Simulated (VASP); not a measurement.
# Os2Au: single point with PBE

The system is Os2Au.

```
Os Au
1.0
     0.00000    2.80398    2.80398
     2.80398    0.00000    2.80398
     2.80398    2.80398    0.00000
Os Au
2 1
Direct
  0.25000 0.25000 0.25000
  0.75000 0.75000 0.75000
  0.00000 0.00000 0.00000
```

* Program: VASP 6.6.1
* Task: single point
* Functional: PBE
* Potentials or basis: VASP PAW PBE potentials, release 64 (Os, Au)
* Cutoff: 520 eV
* k mesh: 6 × 6 × 6
* Occupations: gaussian, width 0.1 eV
* Spin: no spin polarisation

| Quantity | Value |
| --- | --- |
| Pressure | 75.7 GPa |

Levels at points of the mesh, in eV from the Fermi level:
| k point | band 11 | band 12 | band 13 | band 14 | band 15 | band 16 | band 17 | band 18 |
| --- | --- | --- | --- | --- | --- | --- | --- | --- |
| (0.00, 0.00, 0.00) | -1.43 | 1.55 | 1.55 | 1.55 | 2.86 | 2.86 | 7.34 | 10.52 |
| (0.50, 0.00, 0.00) | -1.72 | -1.43 | -0.59 | -0.59 | 0.79 | 0.79 | 2.06 | 9.82 |
| (0.50, 0.50, 0.00) | -1.09 | -0.21 | 0.76 | 1.43 | 1.43 | 1.69 | 1.69 | 2.68 |

Wall time 19 s on 1 thread of Intel(R) Xeon(R) Platinum 8259CL CPU @ 2.50GHz (Skylake/Cascade Lake), on a shared host, peak memory 0.16 GiB.

Caveat: spin-orbit coupling is left out, which moves the levels of the heavy elements.
